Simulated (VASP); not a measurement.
# Yb (Fm-3m) in VASP: notebook

Runs on Yb. Level: PBEsol. Tasks: single point.

All numbers are computed with VASP 6.6.1; they aren't measurements. Logs are shortened: lines on timing, memory, paths and dates and some standing lists are left out, and cuts for length are marked.

## 1. The cell of the first run

It takes space group Fm-3m (No. 225, cubic). Conventional cell: a = 5.449 Å, b = 5.449 Å, c = 5.449 Å, α = 90.00°, β = 90.00°, γ = 90.00°. Within 5.1 Å of Yb (site symmetry m-3m) lie 12 Yb at 3.85 Å.

## 2. Single point, PBEsol

INCAR reads:

```
  ALGO = Normal
  EDIFF = 1E-6
  ENCUT = 520
  GGA = PS
  ISIF = 2
  ISMEAR = -1
  LASPH = T
  LCHARG = F
  LREAL = F
  LWAVE = F
  NBANDS = 18
  NELM = 100
  PREC = Accurate
  SIGMA = 0.03
```

KPOINTS reads:

```
k-points
0
Gamma
  12 12 12
```

POSCAR reads:

```
Yb
1.0
    0.0000000000      2.7246250000      2.7246250000
    2.7246250000      0.0000000000      2.7246250000
    2.7246250000      2.7246250000      0.0000000000
Yb
1
Direct
    0.0000000000      0.0000000000      0.0000000000
```

Potentials or basis: VASP PAW PBE potentials, release 64 (Yb).

Command:

```
$ cat potpaw_PBE.64/Yb/POTCAR > POTCAR
$ mpirun -np 1 vasp_std > vasp.out
```

OUTCAR:

```text
EDIFF = 1E-6
   ENCUT = 520
   GGA = PS
   ISIF = 2
   ISMEAR = -1
   LASPH = T
   LREAL = F
   NELM = 100
   PREC = Accurate

 ion  position               nearest neighbor table
   1  0.000  0.000  0.000-

  LATTYP: Found a face centered cubic cell.
 ALAT       =     5.4492500000

  Lattice vectors:

 A1 = (   0.0000000000,   2.7246250000,   2.7246250000)
 A2 = (   2.7246250000,   0.0000000000,   2.7246250000)
 A3 = (   2.7246250000,   2.7246250000,   0.0000000000)

Analysis of symmetry for initial positions (statically):
=====================================================================
 Subroutine PRICEL returns:
 Original cell was already a primitive cell.

 Routine SETGRP: Setting up the symmetry group for a
 face centered cubic supercell.

 Subroutine GETGRP returns: Found 48 space group operations
 (whereof 48 operations were pure point group operations)
 out of a pool of 48 trial point group operations.

The static configuration has the point symmetry O_h .

Analysis of symmetry for dynamics (positions and initial velocities):
=====================================================================
 Subroutine PRICEL returns:
 Original cell was already a primitive cell.

 Routine SETGRP: Setting up the symmetry group for a
 face centered cubic supercell.

 Subroutine GETGRP returns: Found 48 space group operations
 (whereof 48 operations were pure point group operations)
 out of a pool of 48 trial point group operations.

The dynamic configuration has the point symmetry O_h .

 Subroutine INISYM returns: Found 48 space group operations
 (whereof 48 operations are pure point group operations),
 and found     1 'primitive' translations

----------------------------------------------------------------------------------------

                                     Primitive cell

  volume of cell :      40.4530

  direct lattice vectors                    reciprocal lattice vectors
     0.000000000  2.724625000  2.724625000    -0.183511492  0.183511492  0.183511492
     2.724625000  0.000000000  2.724625000     0.183511492 -0.183511492  0.183511492
     2.724625000  2.724625000  0.000000000     0.183511492  0.183511492 -0.183511492

  length of vectors
     3.853201627  3.853201627  3.853201627     0.317851229  0.317851229  0.317851229

  position of ions in fractional coordinates (direct lattice)
     0.000000000  0.000000000  0.000000000

  ion indices of the primitive-cell ions
   primitive index   ion index
                 1           1

----------------------------------------------------------------------------------------

 KPOINTS: k-points

Automatic generation of k-mesh.
 Grid dimensions read from file:
 generate k-points for:   12   12   12

 Generating k-lattice:

  Cartesian coordinates                     Fractional coordinates (reciprocal lattice)
    -0.015292624  0.015292624  0.015292624     0.083333333  0.000000000  0.000000000
     0.015292624 -0.015292624  0.015292624     0.000000000  0.083333333  0.000000000
     0.015292624  0.015292624 -0.015292624     0.000000000  0.000000000  0.083333333

  Length of vectors
     0.026487602  0.026487602  0.026487602

  Shift w.r.t. Gamma in fractional coordinates (k-lattice)
     0.000000000  0.000000000  0.000000000

 Subroutine IBZKPT returns following result:
 ===========================================

 Found     72 irreducible k-points:

 Following reciprocal coordinates:
            Coordinates               Weight
  0.000000  0.000000  0.000000      1.000000
  0.083333  0.000000  0.000000      8.000000
  0.166667  0.000000  0.000000      8.000000
  0.250000  0.000000  0.000000      8.000000
  0.333333  0.000000  0.000000      8.000000
  0.416667  0.000000  0.000000      8.000000
[... 16 lines left out ...]
  0.500000  0.166667  0.000000     24.000000
 -0.416667  0.166667  0.000000     24.000000
 [... further k-points ...]
   k-points           NKPTS =     72   k-points in BZ     NKDIM =     72   number of bands    NBANDS=     18
   number of dos      NEDOS =    301   number of ions     NIONS =      1
   total plane-waves  NPLWV =  27000
   dimension x,y,z NGX =    30 NGY =   30 NGZ =   30
   dimension x,y,z NGXF=    60 NGYF=   60 NGZF=   60
   ions per type =               1
   NGX,Y,Z   is equivalent  to a cutoff of  12.94, 12.94, 12.94 a.u.
   NGXF,Y,Z  is equivalent  to a cutoff of  25.89, 25.89, 25.89 a.u.
 SYSTEM =  unknown system
   PREC   = accura    normal or accurate (medium, high low for compatibility)
   ISTART =      0    job   : 0-new  1-cont  2-samecut
   ICHARG =      2    charge: 1-file 2-atom 10-const
   ISPIN  =      1    spin polarized calculation?
   LNONCOLLINEAR =      F non collinear calculations
   LSORBIT =      F    spin-orbit coupling
   LASPH  =      T    aspherical Exc in radial PAW
   ENCUT  =  520.0 eV  38.22 Ry    6.18 a.u.   7.16  7.16  7.16*2*pi/ulx,y,z
   NELM   =    100;   NELMIN=  2; NELMDL= -5     # of ELM steps
   EDIFF  = 0.1E-05   stopping-criterion for ELM
   LREAL  =      F    real-space projection
[... 7 lines left out ...]
   TEBEG  =    0.0;   TEEND  =   0.0 temperature during run
   PSTRESS=    0.0 pullay stress
   NELECT =      24.0000    total number of electrons
   NUPDOWN=      -1.0000    fix difference up-down
   EMIN   =  10.00;   EMAX   =-10.00  energy-range for DOS
   EFERMI =   0.00;   METHOD = LEGACY
   ISMEAR =    -1;   SIGMA  =   0.03  broadening in eV -4-tet -1-fermi 0-gaus
   EFERMI_NEDOS =   21; number of points for ismear=-14 and -15
   IALGO  =     38    algorithm
   IMIX   =      4    mixing-type and parameters
     AMIX     =   0.40;   BMIX     =  1.00
     AMIX_MAG =   1.60;   BMIX_MAG =  1.00
  volume/ion in A,a.u.               =      40.45       272.99
  Fermi-wavevector in a.u.,A,eV,Ry     =   1.375610  2.599525 25.746326  1.892302
  Thomas-Fermi vector in A             =   2.500930
   LORBIT       =      0    0 simple, 1 ext, 2 COOP (PROOUT), +10 PAW based schemes
   GGA     = PS    functional components
   LHFCALC =     F    Hartree Fock is set to
   AEXX    =    0.0000 exact exchange contribution
   IVDW    =     0    specifies the selected vdW correction
   LEPSILON=     F    determine dielectric tensor
   LRPA    =     F    only Hartree local field effects (RPA)
 non-spin polarized calculation
  energy-cutoff  :      520.00
  volume of cell :       40.45
 maximum number of plane-waves:      1113
 NGX is ok and might be reduce to    30
   NGX = 15   NGY = 15   NGZ = 15

 number of electron      23.9999987 magnetization

 Free energy of the ion-electron system (eV)
  ---------------------------------------------------
  ext. energy  EPLUGINS =         0.00000000
  ---------------------------------------------------
  free energy    TOTEN  =        -3.82082329 eV

  energy without entropy =       -3.81734445  energy(sigma->0) =       -3.81908387

 E-fermi :   1.1097     XC(G=0):  -9.0493

 val. band max:        1.0651148632   @ k =  -0.3333   0.4167   0.1667
 cond. band min:       1.1295332290   @ k =  -0.4167   0.2500   0.0000
 fundamental gap:      0.0644183658
 Fermi energy:         1.1097116701

 k-point     1 :       0.0000    0.0000    0.0000
  band No.  band energies     occupation
      1     -50.7033      2.00000
      2     -22.9488      2.00000
      3     -22.9488      2.00000
      4     -22.9488      2.00000
      5      -3.8097      2.00000
      6       0.6957      2.00000
[... 10 lines left out ...]
     17       5.7128      0.00000
     18      10.1122      0.00000

 k-point     2 :       0.0833    0.0000    0.0000
  band No.  band energies     occupation
      1     -50.7026      2.00000
      2     -22.9644      2.00000
      3     -22.9510      2.00000
      4     -22.9510      2.00000
      5      -3.6664      2.00000
      6       0.6973      2.00000
[... 10 lines left out ...]
     17       5.6273      0.00000
     18      10.4581      0.00000

 k-point     3 :       0.1667    0.0000    0.0000
  band No.  band energies     occupation
      1     -50.7009      2.00000
      2     -23.0067      2.00000
      3     -22.9568      2.00000
      4     -22.9568      2.00000
      5      -3.2501      2.00000
      6       0.7023      2.00000
[... 10 lines left out ...]
     17       5.5096      0.00000
     18      10.4669      0.00000

 k-point     4 :       0.2500    0.0000    0.0000
  band No.  band energies     occupation
      1     -50.6986      2.00000
      2     -23.0637      2.00000
      3     -22.9648      2.00000
      4     -22.9648      2.00000
      5      -2.6042      2.00000
      6       0.7109      2.00000
[... 10 lines left out ...]
     17       5.6755      0.00000
     18       9.4749      0.00000

 k-point     5 :       0.3333    0.0000    0.0000
  band No.  band energies     occupation
      1     -50.6963      2.00000
      2     -23.1199      2.00000
      3     -22.9727      2.00000
      4     -22.9727      2.00000
      5      -1.8126      2.00000
      6       0.7209      2.00000
[... 10 lines left out ...]
     17       6.1920      0.00000
     18       8.6084      0.00000

 k-point     6 :       0.4167    0.0000    0.0000
  band No.  band energies     occupation
      1     -50.6946      2.00000
      2     -23.1605      2.00000
      3     -22.9785      2.00000
      4     -22.9785      2.00000
      5      -1.0385      2.00000
      6       0.7266      1.99999
[... 307 lines left out ...]
 k-point    21 :       0.3333    0.1667    0.0000
  band No.  band energies     occupation
      1     -50.6963      2.00000
      2     -23.0878      2.00000
      3     -22.9888      2.00000
      4     -22.9882      2.00000
      5      -1.8990      2.00000
      6       0.7244      1.99999
[... 10 lines left out ...]
     17       6.5448      0.00000
     18       9.5473      0.00000

 k-point    22 :       0.4167    0.1667    0.0000
  band No.  band energies     occupation
      1     -50.6944      2.00000
      2     -23.1283      2.00000
      3     -23.0019      2.00000
      4     -22.9933      2.00000
      5      -1.0968      2.00000
      6       0.7342      1.99999
[... 10 lines left out ...]
     17       7.0035      0.00000
     18       8.2022      0.00000

 k-point    23 :       0.5000    0.1667    0.0000
  band No.  band energies     occupation
      1     -50.6932      2.00000
      2     -23.1524      2.00000
      3     -23.0140      2.00000
      4     -22.9936      2.00000
      5      -0.3559      2.00000
      6       0.7306      1.99999
[... 10 lines left out ...]
     17       7.1393      0.00000
     18       7.4701      0.00000

 k-point    24 :      -0.4167    0.1667    0.0000
  band No.  band energies     occupation
      1     -50.6930      2.00000
      2     -23.1543      2.00000
      3     -23.0215      2.00000
      4     -22.9890      2.00000
      5      -0.1904      2.00000
      6       0.7223      2.00000
[... 10 lines left out ...]
     17       6.7754      0.00000
     18       7.7493      0.00000

 [... further k-points ...]
[... 5 lines left out ...]
  --------------------------------------------------------------------------------------
  -------------------------------------------------------------------------------------
  Total       -0.6810052     -0.6810052     -0.6810052      0.0000000      0.0000000      0.0000000
  in kB      -26.9718527    -26.9718527    -26.9718527      0.0000000      0.0000000      0.0000000
  external PRESSURE =     -26.9718527 kB  Pullay stress =       0.0000000 kB

 VOLUME and BASIS-vectors are now :
 -----------------------------------------------------------------------------
  energy-cutoff  :      520.00
  volume of cell :       40.45
      direct lattice vectors                 reciprocal lattice vectors
     0.000000000  2.724625000  2.724625000    -0.183511492  0.183511492  0.183511492
     2.724625000  0.000000000  2.724625000     0.183511492 -0.183511492  0.183511492
     2.724625000  2.724625000  0.000000000     0.183511492  0.183511492 -0.183511492

 POSITION                                       TOTAL-FORCE (eV/Angst)
 -----------------------------------------------------------------------------------
      0.00000      0.00000      0.00000         0.000000     -0.000000     -0.000000
 -----------------------------------------------------------------------------------
    total drift:                               -0.000000     -0.000000      0.000000

  FREE ENERGIE OF THE ION-ELECTRON SYSTEM (eV)
  ---------------------------------------------------
  free  energy   TOTEN  =        -3.8208232861 eV

  energy  without entropy=       -3.8173444537  energy(sigma->0) =       -3.81908387
```

Wall time 3.4 min (1 thread of Intel Xeon Platinum 8259CL at 2.50GHz (Skylake/Cascade Lake), shared host); peak memory 0.22 GiB.

Results:

- Free energy: -3.8208 eV
- Pressure: -2.7 GPa
- Band gap on the k mesh: zero (bands 12 and 13 overlap by 0.05 eV)

Levels at points of the mesh, in eV from the Fermi level:
```
           k point  band 9  band 10  band 11  band 12  band 13  band 14  band 15  band 16
(0.00, 0.00, 0.00)   -0.33    -0.25    -0.25    -0.25     2.72     2.72     2.72     4.60
(0.50, 0.00, 0.00)   -0.34    -0.27    -0.27    -0.25     0.17     2.53     2.53     5.97
(0.50, 0.50, 0.00)   -0.33    -0.29    -0.28    -0.28     0.24     1.35     5.98     6.40
```

Caveat: the PAW data sets were made with another functional, which shifts forces and pressure a little; spin-orbit coupling is left out, which moves the levels of the heavy elements. Spin polarisation is off, so any magnetic state and its effect on volume and gap are missing.

## 3. Single point, PBEsol (41.26 Å³/atom)

This run uses another cell than the first one, of 41.26 Å³/atom.

INCAR reads:

```
ALGO = Normal
EDIFF = 1E-6
ENCUT = 520
GGA = PS
ISIF = 2
ISMEAR = -1
LASPH = True
LCHARG = True
LELF = True
LREAL = False
LVHAR = True
LWAVE = False
NBANDS = 18
NELM = 60
PREC = Accurate
SIGMA = 0.03
```

KPOINTS is that of step 2.

POSCAR reads:

```
Yb
1.0
    0.0000000000      2.7426694000      2.7426694000
    2.7426694000      0.0000000000      2.7426694000
    2.7426694000      2.7426694000      0.0000000000
Yb
1
Direct
    0.0000000000      0.0000000000      0.0000000000
```

Potentials or basis: VASP PAW PBE potentials, release 64 (Yb).

Command:

```
$ cat potpaw_PBE.64/Yb/POTCAR > POTCAR
$ mpirun -np 1 vasp_std > vasp.out
```

Wall time 3.5 min (1 thread of Intel Xeon Platinum 8259CL at 2.50GHz (Skylake/Cascade Lake), shared host); peak memory 0.23 GiB.

Results (log left out):

- Free energy: -3.8033 eV
- Pressure: -3.1 GPa
- Band gap on the k mesh: zero (bands 12 and 13 overlap by 0.07 eV)

Levels at points of the mesh, in eV from the Fermi level:
| k point | band 8 | band 9 | band 10 | band 11 | band 12 | band 13 | band 14 | band 15 | band 16 | band 17 |
| --- | --- | --- | --- | --- | --- | --- | --- | --- | --- | --- |
| (0.00, 0.00, 0.00) | -0.33 | -0.33 | -0.25 | -0.25 | -0.25 | 2.71 | 2.71 | 2.71 | 4.55 | 4.55 |
| (0.50, 0.00, 0.00) | -0.33 | -0.33 | -0.26 | -0.26 | -0.25 | 0.14 | 2.52 | 2.52 | 5.89 | 5.89 |
| (0.50, 0.50, 0.00) | -0.33 | -0.32 | -0.29 | -0.27 | -0.27 | 0.27 | 1.30 | 5.90 | 6.26 | 6.28 |

Caveat: the cell stands under tension; the PAW data sets were made with another functional, which shifts forces and pressure a little; spin-orbit coupling is left out, which moves the levels of the heavy elements. Spin polarisation is off, so any magnetic state and its effect on volume and gap are missing.

## 4. Single point, PBEsol (42.07 Å³/atom)

This run uses another cell than the first one, of 42.07 Å³/atom.

INCAR reads:

```
ALGO     = Normal         # electronic algorithm
EDIFF    = 1E-6           # SCF threshold, eV
ENCUT    = 520            # plane-wave cutoff, eV
GGA      = PS             # functional
ISIF     = 2              # what is computed and relaxed
ISMEAR   = -1             # smearing method
LASPH    = True           # aspherical terms in the spheres
LCHARG   = False          # write CHGCAR
LREAL    = False          # projectors in reciprocal space
LWAVE    = False          # write WAVECAR
NBANDS   = 18             # bands
NELM     = 60             # most SCF steps
PREC     = Accurate       # precision mode
SIGMA    = 0.03           # smearing width, eV
```

KPOINTS is that of step 3.

POSCAR reads:

```
Yb
1.0
    0.0000000000      2.7604794406      2.7604794406
    2.7604794406      0.0000000000      2.7604794406
    2.7604794406      2.7604794406      0.0000000000
Yb
1
Direct
    0.0000000000      0.0000000000      0.0000000000
```

Command:

```
$ cat potpaw_PBE.64/Yb/POTCAR > POTCAR
$ mpirun -np 1 vasp_std > vasp.out
```

Wall time 2.1 min (1 thread of Intel Xeon Platinum 8259CL at 2.50GHz (Skylake/Cascade Lake), shared host); peak memory 0.22 GiB.

Results (log left out):

- Free energy: -3.7850 eV
- Pressure: -3.5 GPa
- Band gap on the k mesh: zero (bands 12 and 13 overlap by 0.08 eV)

Levels at points of the mesh, in eV from the Fermi level:
| k point | band 9 | band 10 | band 11 | band 12 | band 13 | band 14 | band 15 | band 16 |
| --- | --- | --- | --- | --- | --- | --- | --- | --- |
| (0.00, 0.00, 0.00) | -0.32 | -0.25 | -0.25 | -0.25 | 2.69 | 2.69 | 2.69 | 4.50 |
| (0.50, 0.00, 0.00) | -0.33 | -0.26 | -0.26 | -0.25 | 0.12 | 2.51 | 2.51 | 5.81 |
| (0.50, 0.50, 0.00) | -0.32 | -0.29 | -0.27 | -0.27 | 0.30 | 1.25 | 5.82 | 6.11 |

Caveat: the cell stands under tension; the PAW data sets were made with another functional, which shifts forces and pressure a little; spin-orbit coupling is left out, which moves the levels of the heavy elements. Spin polarisation is off, so any magnetic state and its effect on volume and gap are missing.

## 5. Overview

```csv
cell,gap on the mesh (eV),pressure (GPa)
"a = 3.853 Å, angles 60.0°, 1 atom",none,-2.7
"a = 3.879 Å, angles 60.0°, 1 atom",none,-3.1
"a = 3.904 Å, angles 60.0°, 1 atom",none,-3.5
```

Alike in all rows: task single point; level PBEsol; potentials or basis VASP PAW PBE potentials, release 64 (Yb); no spin polarisation; k mesh 12 × 12 × 12; cutoff (eV) 520; smearing fermi-dirac 0.03 eV.

Caveats: the PAW data sets were made with another functional, which shifts forces and pressure a little; spin-orbit coupling is left out, which moves the levels of the heavy elements; the cell stands under tension (at least some runs).

Absolute energies hang on the potentials; compare differences alone.

The gap in the log of VASP goes by the Fermi energy; the results here count the filled bands.